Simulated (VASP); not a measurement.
Here is a VASP 6.6.1 calculation.

INCAR

```
SYSTEM = Ta3N
PREC = Accurate ; ENCUT = 520
EDIFF = 1E-6 ; ISMEAR = -1
SIGMA = 0.03 ; LREAL = .False.
LASPH = .True. ; NELM = 60
ALGO = Normal ; ISIF = 2
LWAVE = .False. ; LCHARG = .False.
GGA = PS ; NBANDS = 27
```

The input KPOINTS:

```
Automatic mesh
0
Gamma
  6 6 2
  0 0 0
```

Contents of POSCAR:

```
Ta3N
1.0
    3.0322239879      0.0000000000      0.0000000000
   -1.5161119940      2.6259830035      0.0000000000
    0.0000000000      0.0000000000      7.5241370000
Ta N
3 1
Direct
    0.6666666667      0.3333333333      0.8260700000
    0.3333333333      0.6666666667      0.1739300000
    0.0000000000      0.0000000000      0.5000000000
    0.0000000000      0.0000000000      0.0000000000
```

Potentials or basis: VASP PAW PBE potentials, release 64 (Ta_pv, N).

The run is started by

```sh
$ cat potpaw_PBE.64/Ta_pv/POTCAR potpaw_PBE.64/N/POTCAR > POTCAR
$ mpirun -np 1 vasp_std > vasp.out
```

(1) Predict the band gap on the k mesh.

(2) What does it give for the pressure?

(3) Estimate the largest force.

Results:

(1) zero (band 19 reaches 6.66 eV, above the bottom of band 20 at 6.44 eV).

(2) -7.1 GPa.

(3) 0.279 eV/Å.

Caveat: the k points lie up to 0.42 Å⁻¹ apart; the PAW data sets were made with another functional, which shifts forces and pressure a little; spin-orbit coupling is left out, which moves the levels of the heavy elements.
